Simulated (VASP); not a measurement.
The system is BiTe.

```
Bi Te
1.0
     2.45459    1.41716    3.36095
    -2.45459    1.41716    3.36095
     0.00000   -2.83432    3.36095
Bi Te
1 1
Direct
  0.50000 0.50000 0.50000
  0.00000 0.00000 0.00000
```

This cell differs from its parent crystal: volume scaled by 1.04.

Base run:

| Quantity | Value |
| --- | --- |
| Program | VASP 6.6.1 |
| Functional | PBEsol |
| Potentials or basis | VASP PAW PBE potentials, release 64 (Bi_d, Te) |
| Cutoff | 520 eV |
| k mesh | 7 × 7 × 7 |
| Occupations | fermi-dirac, width 0.05 eV |
| Spin | no spin polarisation |

Its results: pressure -3.9 GPa.

**Question.** After a change of settings the same cell gave: pressure -4.9 GPa. Which change was it?
A. functional from PBEsol to r2SCAN; further incar settings from ALGO = Normal; EDIFF = 1e-06; NBANDS = 18 to ALGO = Normal; EDIFF = 1e-07; NBANDS = 18
B. functional from PBEsol to r2SCAN
C. functional from PBEsol to PBE
D. functional from PBEsol to LDA; potentials or basis from VASP PAW PBE potentials, release 64 (Bi_d, Te) to VASP PAW LDA potentials, release 64 (Bi_d, Te)

**Answer.** D.

Caveats: the PAW data sets were made with another functional, which shifts forces and pressure a little (some runs).
